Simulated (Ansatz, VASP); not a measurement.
# Hf in VASP and in Ansatz

```
Hf
1.0
    -1.82682    1.82682    1.82682
     1.82682   -1.82682    1.82682
     1.82682    1.82682   -1.82682
Hf
1
Direct
  0.00000 0.00000 0.00000
```

Alike in both runs: task single point; functional PBE; k mesh 16 × 16 × 16; occupations gaussian, width 0.1 eV; no spin polarisation.

|  | VASP | Ansatz |
| --- | --- | --- |
| version | VASP 6.6.1 | Ansatz 0.2.0 |
| potentials or method | VASP PAW PBE potentials, release 64 (Hf_pv), cutoff 520 eV | scalar-relativistic, plane waves, PAW |
| valence electrons in the cell | 10 | 26 |

VASP gave:

* gap on the k mesh at the Fermi level (eV): none
* pressure (GPa): -8.2

Task: Estimate Ansatz's values.

Result: gap on the k mesh at the Fermi level (eV): none; pressure (GPa): -7.8.

A gap of «none» marks a metal or a gap that the smearing closes. With one functional, cell and mesh, what is left measures potentials, basis and numerics. VASP's potentials hold 10 valence electrons a cell and Ansatz's 26, so a difference there can come from the potentials and not from the codes.

Spin-orbit coupling is off throughout.
